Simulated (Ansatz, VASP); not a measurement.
**Hf in VASP and in Ansatz**

```xyz
2
Lattice="3.1580 0.0000 0.0000 -1.5790 2.7349 0.0000 0.0000 0.0000 5.0214" Properties=species:S:1:pos:R:3 pbc="T T T"
Hf    0.0000    1.8232    1.2554
Hf    1.5790    0.9116    3.7661
```

Alike in both runs: functional PBEsol; k mesh 6 × 6 × 4; occupations gaussian, width 0.1 eV; no spin polarisation.

Ansatz relaxed the structure, and its values are those at the end. VASP's run is a single point on that final structure, the one shown.

```csv
,VASP,Ansatz
version,VASP 6.6.1,Ansatz 0.2.0
potentials or method,"VASP PAW PBE potentials, release 64 (Hf_pv), cutoff 520 eV","scalar-relativistic, plane waves, PAW"
valence electrons in the cell,20,52
```

|  | VASP | Ansatz | Ansatz less VASP |
| --- | --- | --- | --- |
| gap on the k mesh at the Fermi level (eV) | none | none | - |
| pressure (GPa) | -0.7 | -0.4 | +0.34 |

VASP's potentials were made for PBE, not for PBEsol. A gap of «none» marks a metal or a gap that the smearing closes. VASP's potentials hold 20 valence electrons a cell and Ansatz's 52, so a difference there can come from the potentials and not from the codes.

The k mesh is coarse, so the values compare programs but aren't converged. Neither program's run includes spin-orbit coupling.
